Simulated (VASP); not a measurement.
# BaTiO3 (P4/mmm) in VASP: notebook, part 2 of 2

VASP 6.6.1. Earlier steps stand in the parts before.

**3. Single point, PBE (z stretched by -1 %, then relaxed in part)**

Input file INCAR:

```
SYSTEM = BaTiO3
PREC = Accurate
ENCUT = 520
EDIFF = 1E-7
ISMEAR = -1
SIGMA = 0.02
LREAL = .FALSE.
LASPH = .TRUE.
NELM = 80
ALGO = Normal
ISIF = 2
LWAVE = .FALSE.
LCHARG = .TRUE.
GGA = PE
LELF = .TRUE.
LVHAR = .TRUE.
NBANDS = 28
```

Input file KPOINTS:

```
regular mesh
0
G
  8 8 8
  0 0 0
```

Input file POSCAR:

```
BaTiO3
1.0
    4.0060000000      0.0000000000      0.0000000000
    0.0000000000      4.0060000000      0.0000000000
    0.0000000000      0.0000000000      3.9659400000
Ba Ti O
1 1 3
Direct
    0.5000000000      0.5000000000      0.5000000000
    0.0000000000      0.0000000000      0.0000000000
    0.5000000000      0.0000000000      0.0000000000
    0.0000000000      0.5000000000      0.0000000000
    0.0000000000      0.0000000000      0.5000000000
```

Potentials or basis: VASP PAW PBE potentials, release 64 (Ba_sv, Ti_sv, O).

Started as:

```
$ cat potpaw_PBE.64/Ba_sv/POTCAR potpaw_PBE.64/Ti_sv/POTCAR potpaw_PBE.64/O/POTCAR > POTCAR
$ mpirun -np 1 vasp_std > vasp.out
```

OUTCAR:

```text
SYSTEM = BaTiO3
   PREC = Accurate
   ENCUT = 520
   EDIFF = 1E-7
   ISMEAR = -1
   LREAL = .FALSE.
   LASPH = .TRUE.
   NELM = 80
   ISIF = 2
   GGA = PE

 ion  position               nearest neighbor table
   1  0.500  0.500  0.500-   3 2.82   4 2.82   3 2.82   4 2.82   3 2.82   3 2.82   4 2.82   4 2.82
                             5 2.83   5 2.83   5 2.83   5 2.83   2 3.46   2 3.46   2 3.46   2 3.46
   2  0.000  0.000  0.000-   5 1.98   5 1.98   3 2.00   4 2.00   4 2.00   3 2.00   1 3.46   1 3.46
                             1 3.46   1 3.46   1 3.46   1 3.46   1 3.46   1 3.46
   3  0.500  0.000  0.000-   2 2.00   2 2.00   1 2.82   1 2.82   1 2.82   1 2.82
   4  0.000  0.500  0.000-   2 2.00   2 2.00   1 2.82   1 2.82   1 2.82   1 2.82
   5  0.000  0.000  0.500-   2 1.98   2 1.98   1 2.83   1 2.83   1 2.83   1 2.83

  LATTYP: Found a simple tetragonal cell.
 ALAT       =     4.0060000000
 C/A-ratio  =     0.9900000000

  Lattice vectors:

 A1 = (   4.0060000000,   0.0000000000,   0.0000000000)
 A2 = (   0.0000000000,   4.0060000000,   0.0000000000)
 A3 = (   0.0000000000,   0.0000000000,   3.9659400000)

Analysis of symmetry for initial positions (statically):
=====================================================================
 Subroutine PRICEL returns:
 Original cell was already a primitive cell.

 Routine SETGRP: Setting up the symmetry group for a
 simple tetragonal supercell.

 Subroutine GETGRP returns: Found 16 space group operations
 (whereof 16 operations were pure point group operations)
 out of a pool of 16 trial point group operations.

The static configuration has the point symmetry D_4h.

Analysis of symmetry for dynamics (positions and initial velocities):
=====================================================================
 Subroutine PRICEL returns:
 Original cell was already a primitive cell.

 Routine SETGRP: Setting up the symmetry group for a
 simple tetragonal supercell.

 Subroutine GETGRP returns: Found 16 space group operations
[... 125 lines left out ...]
   EFERMI_NEDOS =   21; number of points for ismear=-14 and -15
   IALGO  =     38    algorithm
   IMIX   =      4    mixing-type and parameters
     AMIX     =   0.40;   BMIX     =  1.00
     AMIX_MAG =   1.60;   BMIX_MAG =  1.00
  volume/ion in A,a.u.               =      12.73        85.90
  Fermi-wavevector in a.u.,A,eV,Ry     =   1.402293  2.649950 26.754852  1.966426
  Thomas-Fermi vector in A             =   2.525069
   LORBIT       =      0    0 simple, 1 ext, 2 COOP (PROOUT), +10 PAW based schemes
   GGA     = PE    functional components
   LHFCALC =     F    Hartree Fock is set to
   AEXX    =    0.0000 exact exchange contribution
   IVDW    =     0    specifies the selected vdW correction
   LEPSILON=     F    determine dielectric tensor
   LRPA    =     F    only Hartree local field effects (RPA)
 non-spin polarized calculation
  energy-cutoff  :      520.00
  volume of cell :       63.65
 maximum number of plane-waves:      1743
 NGX is ok and might be reduce to    30
   NGX = 15   NGY = 15   NGZ = 15

 number of electron      39.9999978 magnetization

 Free energy of the ion-electron system (eV)
  ---------------------------------------------------
  ext. energy  EPLUGINS =         0.00000000
  ---------------------------------------------------
  free energy    TOTEN  =       -39.94998443 eV

  energy without entropy =      -39.94998443  energy(sigma->0) =      -39.94998443

 E-fermi :   4.2985     XC(G=0): -11.2994

 val. band max:        3.8997927753   @ k =   0.5000   0.5000   0.5000
 cond. band min:       5.6389342818   @ k =   0.0000   0.0000   0.0000
 fundamental gap:      1.7391415065
 Fermi energy:         4.2984886329

 k-point     1 :       0.0000    0.0000    0.0000
  band No.  band energies     occupation
      1     -52.7146      2.00000
      2     -28.9328      2.00000
      3     -28.9283      2.00000
      4     -28.9283      2.00000
      5     -20.9051      2.00000
      6     -13.0220      2.00000
[... 733 lines left out ...]
     27      11.8536      0.00000
     28      12.7472      0.00000

 [... further k-points ...]
[... 5 lines left out ...]
  --------------------------------------------------------------------------------------
  -------------------------------------------------------------------------------------
  Total        1.8193698      1.8193698      2.6428422      0.0000000      0.0000000      0.0000000
  in kB       45.7997946     45.7997946     66.5294277      0.0000000      0.0000000      0.0000000
  external PRESSURE =      52.7096723 kB  Pullay stress =       0.0000000 kB

 VOLUME and BASIS-vectors are now :
 -----------------------------------------------------------------------------
  energy-cutoff  :      520.00
  volume of cell :       63.65
      direct lattice vectors                 reciprocal lattice vectors
     4.006000000  0.000000000  0.000000000     0.249625562  0.000000000  0.000000000
     0.000000000  4.006000000  0.000000000     0.000000000  0.249625562  0.000000000
     0.000000000  0.000000000  3.965940000     0.000000000  0.000000000  0.252147032

 POSITION                                       TOTAL-FORCE (eV/Angst)
 -----------------------------------------------------------------------------------
      2.00300      2.00300      1.98297         0.000000      0.000000      0.000000
      0.00000      0.00000      0.00000         0.000000      0.000000      0.000000
      2.00300      0.00000      0.00000         0.000000      0.000000      0.000000
      0.00000      2.00300      0.00000         0.000000      0.000000      0.000000
      0.00000      0.00000      1.98297         0.000000      0.000000      0.000000
 -----------------------------------------------------------------------------------
    total drift:                                0.000000     -0.000000      0.000000

  FREE ENERGIE OF THE ION-ELECTRON SYSTEM (eV)
  ---------------------------------------------------
  free  energy   TOTEN  =       -39.9499844277 eV

  energy  without entropy=      -39.9499844276  energy(sigma->0) =      -39.94998443
```

Run time: 63 s. Hardware: 1 thread of Intel Xeon 6975P-C (Granite Rapids), shared host; peak memory 0.26 GiB.

What came out:

| Item | Value |
| --- | --- |
| Free energy | -39.9500 eV |
| Pressure | 5.3 GPa |
| Band gap on the k mesh | 1.74 eV, indirect (least direct gap 1.88 eV) |

Caveat: the cell differs from its parent crystal (z stretched by -1 %, then relaxed in part); spin-orbit coupling is left out, which moves the levels of the heavy elements. A k mesh can miss the band edges.

**4. Single point, PBE (z stretched by +1 %, then relaxed in part)**

Input file INCAR:

```
PREC = Accurate ; ENCUT = 520
EDIFF = 1E-6 ; ISMEAR = -1
SIGMA = 0.02 ; LREAL = False
LASPH = True ; NELM = 80
ALGO = Normal ; ISIF = 2
LWAVE = False ; LCHARG = False
GGA = PE ; NBANDS = 28
```

Input file KPOINTS:

```
Automatic mesh
0
Gamma
  8 8 8
```

POSCAR, as its differences from that of step 3:

```diff
@@ -4,3 +4,3 @@
     0.0000000000      4.0060000000      0.0000000000
-    0.0000000000      0.0000000000      3.9659400000
+    0.0000000000      0.0000000000      4.0460600000
 Ba Ti O
```

Potentials or basis: VASP PAW PBE potentials, release 64 (Ba_sv, Ti_sv, O).

Started as:

```
$ cat potpaw_PBE.64/Ba_sv/POTCAR potpaw_PBE.64/Ti_sv/POTCAR potpaw_PBE.64/O/POTCAR > POTCAR
$ mpirun -np 1 vasp_std > vasp.out
```

OUTCAR:

```text
PREC = Accurate
   ENCUT = 520
   EDIFF = 1E-6
   ISMEAR = -1
   LREAL = False
   LASPH = True
   NELM = 80
   ISIF = 2
   GGA = PE

 ion  position               nearest neighbor table
   1  0.500  0.500  0.500-   5 2.83   5 2.83   5 2.83   5 2.83   4 2.85   3 2.85   4 2.85   3 2.85
                             4 2.85   3 2.85   4 2.85   3 2.85   2 3.48   2 3.48   2 3.48   2 3.48
   2  0.000  0.000  0.000-   3 2.00   4 2.00   4 2.00   3 2.00   5 2.02   5 2.02   1 3.48   1 3.48
                             1 3.48   1 3.48   1 3.48   1 3.48   1 3.48   1 3.48
   3  0.500  0.000  0.000-   2 2.00   2 2.00   1 2.85   1 2.85   1 2.85   1 2.85
   4  0.000  0.500  0.000-   2 2.00   2 2.00   1 2.85   1 2.85   1 2.85   1 2.85
[... 951 lines left out ...]
  Total        0.9499655      0.9499655      0.2116178      0.0000000      0.0000000      0.0000000
  in kB       23.4403569     23.4403569      5.2216609      0.0000000      0.0000000      0.0000000
  external PRESSURE =      17.3674583 kB  Pullay stress =       0.0000000 kB

 VOLUME and BASIS-vectors are now :
 -----------------------------------------------------------------------------
  energy-cutoff  :      520.00
  volume of cell :       64.93
      direct lattice vectors                 reciprocal lattice vectors
     4.006000000  0.000000000  0.000000000     0.249625562  0.000000000  0.000000000
     0.000000000  4.006000000  0.000000000     0.000000000  0.249625562  0.000000000
     0.000000000  0.000000000  4.046060000     0.000000000  0.000000000  0.247154021

 POSITION                                       TOTAL-FORCE (eV/Angst)
 -----------------------------------------------------------------------------------
      2.00300      2.00300      2.02303         0.000000      0.000000      0.000000
      0.00000      0.00000      0.00000         0.000000      0.000000      0.000000
      2.00300      0.00000      0.00000         0.000000      0.000000      0.000000
      0.00000      2.00300      0.00000         0.000000      0.000000      0.000000
      0.00000      0.00000      2.02303         0.000000      0.000000      0.000000
 -----------------------------------------------------------------------------------
    total drift:                                0.000000     -0.000000      0.000000

  FREE ENERGIE OF THE ION-ELECTRON SYSTEM (eV)
  ---------------------------------------------------
  free  energy   TOTEN  =       -39.9793166016 eV

  energy  without entropy=      -39.9793166016  energy(sigma->0) =      -39.97931660
```

stdout:

```text
POSCAR found type information on POSCAR BaTiO
 POSCAR found :  3 types and       5 ions
 scaLAPACK will be used
 LDA part: xc-table for (Slater+PW92), standard interpolation
 POSCAR, INCAR and KPOINTS ok, starting setup
 FFT: planning ... GRIDC
 FFT: planning ... GRID_SOFT
 FFT: planning ... GRID
 WAVECAR not read
 entering main loop
```

Wall time 55 s (1 thread of Intel Xeon 6975P-C (Granite Rapids), shared host); peak memory 0.26 GiB.

Results:

```yaml
Free_energy: -39.9793 eV
Pressure: 1.7 GPa
Band_gap_on_the_k_mesh: 1.70 eV, indirect (least direct gap 1.87 eV)
```

Levels at points of the mesh, in eV from the valence-band top:
```
           k point  band 16  band 17  band 18  band 19  band 20  band 21  band 22  band 23  band 24  band 25
(0.00, 0.00, 0.00)    -1.07    -1.07    -0.18    -0.17    -0.17     1.70     1.70     1.72     3.77     3.84
(0.50, 0.00, 0.00)    -1.89    -1.86    -1.86    -0.74    -0.73     1.86     3.43     3.44     3.79     5.81
(0.50, 0.50, 0.00)    -2.70    -1.73    -0.84    -0.84    -0.08     3.44     3.44     3.86     4.58     7.60
(0.00, 0.00, 0.50)    -1.90    -1.76    -1.76    -0.72    -0.72     1.86     3.35     3.35     3.85     5.76
(0.50, 0.00, 0.50)    -2.61    -1.74    -0.92    -0.92    -0.11     3.36     3.44     3.81     4.67     7.48
(0.50, 0.50, 0.50)    -2.39    -2.39    -0.02    -0.02     0.00     4.05     4.05     4.10     6.64     6.64
```

Caveat: the cell differs from its parent crystal (z stretched by +1 %, then relaxed in part); spin-orbit coupling is left out, which moves the levels of the heavy elements.

**5. Single point, PBE (z stretched by +2 %, then relaxed in part)**

Input file INCAR:

```
SYSTEM = BaTiO3
ALGO = Normal
EDIFF = 1E-6
ENCUT = 520
GGA = PE
ISIF = 2
ISMEAR = -1
LASPH = .TRUE.
LCHARG = .FALSE.
LREAL = .FALSE.
LWAVE = .FALSE.
NBANDS = 28
NELM = 80
PREC = Accurate
SIGMA = 0.02
```

Input file KPOINTS:

```
k-points
0
G
  8 8 8
  0 0 0
```

POSCAR, as its differences from that of step 4:

```diff
@@ -4,3 +4,3 @@
     0.0000000000      4.0060000000      0.0000000000
-    0.0000000000      0.0000000000      4.0460600000
+    0.0000000000      0.0000000000      4.0861200000
 Ba Ti O
```

Started as:

```
$ cat potpaw_PBE.64/Ba_sv/POTCAR potpaw_PBE.64/Ti_sv/POTCAR potpaw_PBE.64/O/POTCAR > POTCAR
$ mpirun -np 1 vasp_std > vasp.out
```

It took 57 s on 1 thread of Intel Xeon 6975P-C (Granite Rapids), shared host; peak memory 0.27 GiB.

The run converged. Its results:

- Free energy: -39.9767 eV
- Pressure: 0.2 GPa
- Band gap on the k mesh: 1.66 eV, indirect (least direct gap 1.85 eV)

Stress tensor (GPa, compression positive):
```
 1.31  0.00  0.00
 0.00  1.31  0.00
 0.00  0.00 -2.11
```

Levels at points of the mesh, in eV from the valence-band top:
```csv
k point,band 16,band 17,band 18,band 19,band 20,band 21,band 22,band 23,band 24,band 25
"(0.00, 0.00, 0.00)",-1.06,-1.06,-0.21,-0.18,-0.18,1.66,1.66,1.70,3.65,3.80
"(0.50, 0.00, 0.00)",-1.90,-1.90,-1.87,-0.76,-0.73,1.82,3.40,3.41,3.69,5.72
"(0.50, 0.50, 0.00)",-2.73,-1.74,-0.80,-0.80,-0.08,3.40,3.40,3.83,4.42,7.56
"(0.00, 0.00, 0.50)",-1.88,-1.69,-1.69,-0.73,-0.73,1.83,3.24,3.24,3.80,5.62
"(0.50, 0.00, 0.50)",-2.54,-1.76,-0.97,-0.96,-0.14,3.25,3.41,3.73,4.61,7.32
"(0.50, 0.50, 0.50)",-2.38,-2.38,-0.04,-0.04,0.00,3.97,3.97,4.06,6.56,6.56
```

Caveat: the cell differs from its parent crystal (z stretched by +2 %, then relaxed in part); spin-orbit coupling is left out, which moves the levels of the heavy elements.

**6. Single point, PBE (z stretched by +3 %, then relaxed in part)**

Input file INCAR:

```
SYSTEM = BaTiO3
PREC = Accurate
ENCUT = 520
EDIFF = 1E-7
ISMEAR = -1
SIGMA = 0.02
LREAL = .False.
LASPH = .True.
NELM = 100
ALGO = Normal
ISIF = 2
LWAVE = .False.
LCHARG = .False.
GGA = PE
NBANDS = 28
```

Input file KPOINTS:

```
Automatic mesh
0
Gamma
  8 8 8
  0 0 0
```

POSCAR, as its differences from that of step 5:

```diff
@@ -4,3 +4,3 @@
     0.0000000000      4.0060000000      0.0000000000
-    0.0000000000      0.0000000000      4.0861200000
+    0.0000000000      0.0000000000      4.1261800000
 Ba Ti O
```

Potentials or basis: VASP PAW PBE potentials, release 64 (Ba_sv, Ti_sv, O).

Started as:

```
$ cat potpaw_PBE.64/Ba_sv/POTCAR potpaw_PBE.64/Ti_sv/POTCAR potpaw_PBE.64/O/POTCAR > POTCAR
$ mpirun -np 1 vasp_std > vasp.out
```

Wall time 61 s (1 thread of Intel Xeon 6975P-C (Granite Rapids), shared host); peak memory 0.27 GiB.

The run converged. Its results:

- Free energy: -39.9641 eV
- Pressure: -1.3 GPa
- Band gap on the k mesh: 1.63 eV, indirect (least direct gap 1.83 eV)

Stress tensor (GPa, compression positive):
```
 0.32  0.00  0.00
 0.00  0.32  0.00
 0.00  0.00 -4.48
```

Levels at points of the mesh, in eV from the valence-band top:
```csv
k point,band 18,band 19,band 20,band 21,band 22,band 23
"(0.00, 0.00, 0.00)",-0.23,-0.20,-0.20,1.63,1.63,1.68
"(0.50, 0.00, 0.00)",-1.85,-0.78,-0.74,1.78,3.36,3.38
"(0.50, 0.50, 0.00)",-0.77,-0.77,-0.07,3.37,3.37,3.80
"(0.00, 0.00, 0.50)",-1.62,-0.73,-0.73,1.80,3.13,3.13
"(0.50, 0.00, 0.50)",-1.02,-1.00,-0.16,3.14,3.38,3.66
"(0.50, 0.50, 0.50)",-0.05,-0.05,0.00,3.89,3.89,4.02
```

Caveat: the cell differs from its parent crystal (z stretched by +3 %, then relaxed in part); spin-orbit coupling is left out, which moves the levels of the heavy elements.

**7. Summary**

```tsv
cell	gap on the mesh (eV)	pressure (GPa)
a = 4.006, b = 4.006, c = 3.926 Å, 5 atoms	1.74	7.3
a = 4.006, b = 4.006, c = 3.966 Å, 5 atoms	1.74	5.3
a = 4.006, b = 4.006, c = 4.046 Å, 5 atoms	1.70	1.7
a = 4.006, b = 4.006, c = 4.086 Å, 5 atoms	1.66	0.2
a = 4.006, b = 4.006, c = 4.126 Å, 5 atoms	1.63	-1.3
```

Alike in all rows: task single point; level PBE; potentials or basis VASP PAW PBE potentials, release 64 (Ba_sv, Ti_sv, O); no spin polarisation; k mesh 8 × 8 × 8; cutoff (eV) 520; smearing fermi-dirac 0.02 eV.

Caveats: spin-orbit coupling is left out, which moves the levels of the heavy elements.

Absolute energies hang on the potentials; compare differences alone.
